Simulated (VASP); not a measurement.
Ge3Sb2, 5 atoms in the cell. The cell holds a sheet with vacuum, 5 atoms: a = 4.944 Å, b = 4.944 Å, c = 30.792 Å, α = 90.00°, β = 90.00°, γ = 120.00°. 

```yaml
Program: VASP 6.6.1
Task: single point
Functional: PBE
Potentials_or_basis: VASP PAW PBE potentials, release 64 (Ge_d, Sb)
Cutoff: 520 eV
k_mesh: 12 × 12 × 1
Occupations: gaussian, width 0.1 eV
Spin: no spin polarisation
Dipole_correction: yes
Further_INCAR_settings: ALGO = Normal; EDIFF = 1e-06; NBANDS = 34
```

Potentials or basis: VASP PAW PBE potentials, release 64 (Ge_d, Sb).

Launch:

```bash
$ cat potpaw_PBE.64/Ge_d/POTCAR potpaw_PBE.64/Sb/POTCAR > POTCAR
$ mpirun -np 1 vasp_std > vasp.out
```

Hardware: 1 thread of Intel(R) Xeon(R) Platinum 8259CL CPU @ 2.50GHz (Skylake/Cascade Lake), with other jobs on the host.

How long does it take, and how much memory?

Wall time 13 min on 1 thread of Intel(R) Xeon(R) Platinum 8259CL CPU @ 2.50GHz (Skylake/Cascade Lake) (shared host), peak memory 0.97 GiB. Counts: scf iterations 23, k points 19.
